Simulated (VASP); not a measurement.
# Co (Fm-3m) in VASP: single point with PBE

Aim: the single point of Co with PBE.

Everything below comes from runs of VASP 6.6.1. Logs are shortened: lines on timing, memory, paths and dates and some standing lists are left out, and cuts for length are marked.

## (1) The cell of the first run

Symmetry: Fm-3m, No. 225, cubic system. The conventional cell has a = 3.628 Å, b = 3.628 Å, c = 3.628 Å, α = 90.00°, β = 90.00°, γ = 90.00°. Co (site symmetry m-3m) has 12 Co at 2.57 Å within 3.4 Å.

This isn't the form of Co at room conditions, which is hcp.

## (2) Single point, PBE, collinear spin, ferromagnetic start

Contents of INCAR:

```
  PREC = Accurate
  ENCUT = 520
  EDIFF = 1E-6
  ISMEAR = -1
  SIGMA = 0.05
  LREAL = F
  LASPH = T
  NELM = 150
  ALGO = Normal
  ISIF = 2
  LWAVE = F
  LCHARG = T
  ISPIN = 2
  MAGMOM = 3 3
  LORBIT = 11
  LMAXMIX = 4
  GGA = PE
  LELF = T
  LVHAR = T
  ISYM = 0
  NBANDS = 20
```

Contents of KPOINTS:

```
regular mesh
0
Gamma
  11 11 11
```

Contents of POSCAR:

```
Co
1.0
    3.6280000000      1.8140000000      1.8140000000
    1.8140000000      3.6280000000      1.8140000000
    1.8140000000      1.8140000000      3.6280000000
Co
2
Direct
    0.0000000000      0.0000000000      0.0000000000
    0.5000000000      0.5000000000      0.5000000000
```

Potentials or basis: VASP PAW PBE potentials, release 64 (Co).

Run with:

```sh
cat potpaw_PBE.64/Co/POTCAR > POTCAR
mpirun -np 1 vasp_std > vasp.out
```

OUTCAR:

```text
PREC = Accurate
   ENCUT = 520
   EDIFF = 1E-6
   ISMEAR = -1
   LREAL = F
   LASPH = T
   NELM = 150
   ISIF = 2
   ISPIN = 2
   LORBIT = 11
   GGA = PE
   ISYM = 0

 ion  position               nearest neighbor table
   1  0.000  0.000  0.000-   2 2.57   2 2.57   2 2.57   2 2.57   2 2.57   2 2.57
   2  0.500  0.500  0.500-   1 2.57   1 2.57   1 2.57   1 2.57   1 2.57   1 2.57

IMPORTANT INFORMATION: All symmetrisations will be switched off!
NOSYMM: (Re-)initialisation of all symmetry stuff for point group C_1.

----------------------------------------------------------------------------------------

                                     Primitive cell

  volume of cell :      23.8766

  direct lattice vectors                    reciprocal lattice vectors
     3.628000000  1.814000000  1.814000000     0.413450937 -0.137816979 -0.137816979
     1.814000000  3.628000000  1.814000000    -0.137816979  0.413450937 -0.137816979
     1.814000000  1.814000000  3.628000000    -0.137816979 -0.137816979  0.413450937

  length of vectors
     4.443374393  4.443374393  4.443374393     0.457087209  0.457087209  0.457087209

  position of ions in fractional coordinates (direct lattice)
     0.000000000  0.000000000  0.000000000
     0.500000000  0.500000000  0.500000000

  ion indices of the primitive-cell ions
   primitive index   ion index
                 1           1
                 2           2

----------------------------------------------------------------------------------------

 KPOINTS: regular mesh

Automatic generation of k-mesh.
 Grid dimensions read from file:
 generate k-points for:   11   11   11

 Generating k-lattice:

  Cartesian coordinates                     Fractional coordinates (reciprocal lattice)
     0.037586449 -0.012528816 -0.012528816     0.090909091 -0.000000000 -0.000000000
    -0.012528816  0.037586449 -0.012528816    -0.000000000  0.090909091 -0.000000000
    -0.012528816 -0.012528816  0.037586449     0.000000000  0.000000000  0.090909091

  Length of vectors
     0.041553383  0.041553383  0.041553383

  Shift w.r.t. Gamma in fractional coordinates (k-lattice)
     0.000000000  0.000000000  0.000000000

 Subroutine IBZKPT returns following result:
 ===========================================

 Found    666 irreducible k-points:

 Following reciprocal coordinates:
            Coordinates               Weight
  0.000000  0.000000  0.000000      1.000000
  0.090909  0.000000  0.000000      2.000000
  0.000000  0.090909  0.000000      2.000000
  0.000000  0.000000  0.090909      2.000000
  0.181818 -0.000000 -0.000000      2.000000
 -0.000000  0.181818 -0.000000      2.000000
[... 16 lines left out ...]
 -0.090909 -0.181818 -0.000000      2.000000
  0.090909  0.000000  0.181818      2.000000
 [... further k-points ...]
   k-points           NKPTS =    666   k-points in BZ     NKDIM =    666   number of bands    NBANDS=     20
   number of dos      NEDOS =    301   number of ions     NIONS =      2
   total plane-waves  NPLWV =  46656
   dimension x,y,z NGX =    36 NGY =   36 NGZ =   36
   dimension x,y,z NGXF=    72 NGYF=   72 NGZF=   72
   ions per type =               2
   NGX,Y,Z   is equivalent  to a cutoff of  13.47, 13.47, 13.47 a.u.
   NGXF,Y,Z  is equivalent  to a cutoff of  26.94, 26.94, 26.94 a.u.
 SYSTEM =  unknown system
   PREC   = accura    normal or accurate (medium, high low for compatibility)
   ISTART =      0    job   : 0-new  1-cont  2-samecut
   ICHARG =      2    charge: 1-file 2-atom 10-const
   ISPIN  =      2    spin polarized calculation?
   LNONCOLLINEAR =      F non collinear calculations
   LSORBIT =      F    spin-orbit coupling
   LASPH  =      T    aspherical Exc in radial PAW
   ENCUT  =  520.0 eV  38.22 Ry    6.18 a.u.   8.26  8.26  8.26*2*pi/ulx,y,z
   NELM   =    150;   NELMIN=  2; NELMDL= -5     # of ELM steps
   EDIFF  = 0.1E-05   stopping-criterion for ELM
   LREAL  =      F    real-space projection
   EDIFFG = 0.1E-04   stopping-criterion for IOM
   NSW    =      0    number of steps for IOM
   IBRION =     -1    ionic relax: 0-MD 1-quasi-New 2-CG
   NFREE  =      0    steps in history (QN), initial steepest desc. (CG)
   ISIF   =      2    stress and relaxation
   ISYM   =      0    0-nonsym 1-usesym 2-fastsym
   POTIM  = 0.5000    time-step for ionic-motion
   TEBEG  =    0.0;   TEEND  =   0.0 temperature during run
   PSTRESS=    0.0 pullay stress
   NELECT =      18.0000    total number of electrons
   NUPDOWN=      -1.0000    fix difference up-down
   EMIN   =  10.00;   EMAX   =-10.00  energy-range for DOS
   EFERMI =   0.00;   METHOD = LEGACY
   ISMEAR =    -1;   SIGMA  =   0.05  broadening in eV -4-tet -1-fermi 0-gaus
   EFERMI_NEDOS =   21; number of points for ismear=-14 and -15
   IALGO  =     38    algorithm
   IMIX   =      4    mixing-type and parameters
     AMIX     =   0.40;   BMIX     =  1.00
     AMIX_MAG =   1.60;   BMIX_MAG =  1.00
  volume/ion in A,a.u.               =      11.94        80.56
  Fermi-wavevector in a.u.,A,eV,Ry     =   1.489962  2.815619 30.204734  2.219985
  Thomas-Fermi vector in A             =   2.602804
   LORBIT       =     11    0 simple, 1 ext, 2 COOP (PROOUT), +10 PAW based schemes
   GGA     = PE    functional components
   LHFCALC =     F    Hartree Fock is set to
   AEXX    =    0.0000 exact exchange contribution
   IVDW    =     0    specifies the selected vdW correction
   LEPSILON=     F    determine dielectric tensor
   LRPA    =     F    only Hartree local field effects (RPA)
 spin polarized calculation
  energy-cutoff  :      520.00
  volume of cell :       23.88
 maximum number of plane-waves:       663
 NGX is ok and might be reduce to    36
   NGX = 17   NGY = 17   NGZ = 17

 number of electron      18.0000000 magnetization       3.3822317

 Free energy of the ion-electron system (eV)
  ---------------------------------------------------
  ext. energy  EPLUGINS =         0.00000000
  ---------------------------------------------------
  free energy    TOTEN  =       -13.92805506 eV

  energy without entropy =      -13.90295127  energy(sigma->0) =      -13.91550316

 E-fermi :   9.0904     XC(G=0): -12.8530

 val. band max:        9.0857092108   @ k =   0.4545   0.2727   0.2727
 cond. band min:       9.0906240737   @ k =   0.1818  -0.3636  -0.4545
 fundamental gap:      0.0049148629
 Fermi energy:         9.0903841721

 spin component 1

 k-point     1 :       0.0000    0.0000    0.0000
  band No.  band energies     occupation
      1       0.5994      1.00000
      2       4.2662      1.00000
      3       6.3320      1.00000
      4       6.3320      1.00000
      5       6.4645      1.00000
      6       6.4645      1.00000
[... 12 lines left out ...]
     19      34.9101      0.00000
     20      34.9145      0.00000

 k-point     2 :       0.0909    0.0000    0.0000
  band No.  band energies     occupation
      1       0.8787      1.00000
      2       4.4341      1.00000
      3       6.2060      1.00000
      4       6.3786      1.00000
      5       6.4391      1.00000
      6       6.5356      1.00000
[... 12 lines left out ...]
     19      33.4002      0.00000
     20      34.6725      0.00000
[... 465 lines left out ...]
      3       5.9663      1.00000
      4       6.2298      1.00000
      5       6.6417      1.00000
      6       6.6432      1.00000
[... 12 lines left out ...]
     19      33.1037      0.00000
     20      35.0253      0.00000

 k-point    24 :       0.0909    0.0000    0.1818
  band No.  band energies     occupation
      1       1.4692      1.00000
      2       4.7232      1.00000
      3       5.9663      1.00000
      4       6.2298      1.00000
      5       6.6417      1.00000
      6       6.6432      1.00000
[... 12 lines left out ...]
     19      33.1037      0.00000
     20      35.0253      0.00000

 [... further k-points ...]

 spin component 2

 k-point     1 :       0.0000    0.0000    0.0000
  band No.  band energies     occupation
      1       0.5996      1.00000
      2       5.2008      1.00000
      3       8.0791      1.00000
      4       8.0791      1.00000
      5       8.0818      1.00000
      6       8.0930      1.00000
[... 12 lines left out ...]
     19      35.0855      0.00000
     20      35.0865      0.00000

 k-point     2 :       0.0909    0.0000    0.0000
  band No.  band energies     occupation
      1       0.8798      1.00000
      2       5.3875      1.00000
      3       7.8747      1.00000
      4       7.9715      1.00000
      5       8.1577      1.00000
      6       8.1586      1.00000
[... 12 lines left out ...]
     19      33.6674      0.00000
     20      34.8032      0.00000
[... 465 lines left out ...]
      3       7.4386      1.00000
      4       7.7790      1.00000
      5       7.9335      1.00000
      6       8.2867      1.00000
[... 12 lines left out ...]
     19      33.1728      0.00000
     20      35.0859      0.00000

 k-point    24 :       0.0909    0.0000    0.1818
  band No.  band energies     occupation
      1       1.4757      1.00000
      2       5.6842      1.00000
      3       7.4386      1.00000
      4       7.7790      1.00000
      5       7.9335      1.00000
      6       8.2867      1.00000
[... 12 lines left out ...]
     19      33.1728      0.00000
     20      35.0859      0.00000

 [... further k-points ...]

------------------------ aborting loop because EDIFF is reached ----------------------------------------

  FORCE on cell =-STRESS in cart. coord.  units (eV):
  Direction    XX          YY          ZZ          XY          YZ          ZX
  --------------------------------------------------------------------------------------
  -------------------------------------------------------------------------------------
  Total       -2.3540396     -2.3540377     -2.3540365     -0.0034986     -0.0034996     -0.0035000
  in kB     -157.9619605   -157.9618270   -157.9617511     -0.2347642     -0.2348339     -0.2348569
  external PRESSURE =    -157.9618462 kB  Pullay stress =       0.0000000 kB

 VOLUME and BASIS-vectors are now :
 -----------------------------------------------------------------------------
  energy-cutoff  :      520.00
  volume of cell :       23.88
      direct lattice vectors                 reciprocal lattice vectors
     3.628000000  1.814000000  1.814000000     0.413450937 -0.137816979 -0.137816979
     1.814000000  3.628000000  1.814000000    -0.137816979  0.413450937 -0.137816979
     1.814000000  1.814000000  3.628000000    -0.137816979 -0.137816979  0.413450937

 POSITION                                       TOTAL-FORCE (eV/Angst)
 -----------------------------------------------------------------------------------
      0.00000      0.00000      0.00000        -0.000000      0.000000      0.000000
      3.62800      3.62800      3.62800         0.000000     -0.000000     -0.000000
 -----------------------------------------------------------------------------------
    total drift:                                0.000000      0.000000      0.000001

  FREE ENERGIE OF THE ION-ELECTRON SYSTEM (eV)
  ---------------------------------------------------
  free  energy   TOTEN  =       -13.9280550574 eV

  energy  without entropy=      -13.9029512685  energy(sigma->0) =      -13.91550316

 total charge

# of ion       s       p       d       tot
------------------------------------------
    1        0.452   0.447   7.202   8.101
    2        0.452   0.447   7.202   8.101
--------------------------------------------------
tot          0.904   0.894  14.404  16.202

 magnetization (x)

# of ion       s       p       d       tot
------------------------------------------
    1       -0.012  -0.046   1.783   1.726
    2       -0.012  -0.046   1.783   1.726
--------------------------------------------------
tot         -0.023  -0.092   3.567   3.451
```

It took 39 min on 1 thread of Intel Xeon 8259CL, shared host; peak memory 0.59 GiB.

Results:

```yaml
Free_energy: -13.9281 eV
Pressure: -15.8 GPa
Net_moment: 3.38 μB per cell
Site_moments: Co +1.73 μB
Valence_electrons_inside_the_program's_atomic_spheres: Co 8.10
```

Caveat: the cell stands under tension.
